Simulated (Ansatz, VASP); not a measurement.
Two plane-wave programs on Pb

The input INCAR:

```
SYSTEM = Pb
PREC = Accurate
ENCUT = 520
EDIFF = 1E-8
ISMEAR = -1
SIGMA = 0.05
LREAL = .False.
LASPH = .True.
NELM = 100
ALGO = Normal
ISIF = 2
LWAVE = .False.
LCHARG = .False.
GGA = PE
LEFG = .True.
NBANDS = 13
```

File KPOINTS:

```
regular mesh
0
Gamma
  13 13 13
  0 0 0
```

POSCAR

```
Pb
1.0
    0.0000000000      2.5699106384      2.5699106384
    2.5699106384      0.0000000000      2.5699106384
    2.5699106384      2.5699106384      0.0000000000
Pb
1
Direct
    0.0000000000      0.0000000000      0.0000000000
```

Input for Ansatz:

```yaml
crystal:
  lattice:
    - [0.0, 2.5699106384, 2.5699106384]
    - [2.5699106384, 0.0, 2.5699106384]
    - [2.5699106384, 2.5699106384, 0.0]
  atoms:
    - { symbol: Pb, position: [0.0, 0.0, 0.0] }
kpoints:
  mp_grid: { grid: [13, 13, 13] }
scf:
  occupations: { method: fermi_dirac, width: 0.05 }
hamiltonian:
  xc: pbe
  pseudopotentials: { kind: paw }
output:
  forces: true
  stress: true
  eigenvalues: true
  efg: { contact_densities: true }
```

Change from the starting cell: volume scaled by 1.06, PAW files.

Alike in both runs: task electric field gradients; functional PBE; k mesh 13 × 13 × 13; occupations fermi-dirac, width 0.05 eV; no spin polarisation.

|  | VASP | Ansatz |
| --- | --- | --- |
| version | VASP 6.6.1 | Ansatz 0.2.0 |
| potentials or method | VASP PAW PBE potentials, release 64 (Pb_d) | PAW with Ansatz's default frozen-core files, scalar-relativistic |
| plane-wave cutoff (eV) | 520 | 420 |
| valence electrons in the cell | 14 | 14 |

Ansatz gave:

| Item | Value |
| --- | --- |
| pressure (GPa) | -1.9 |

Problem. What did VASP give for the same quantities?

Solution. Pressure (GPa): -2.0.

Spin-orbit coupling is off throughout.
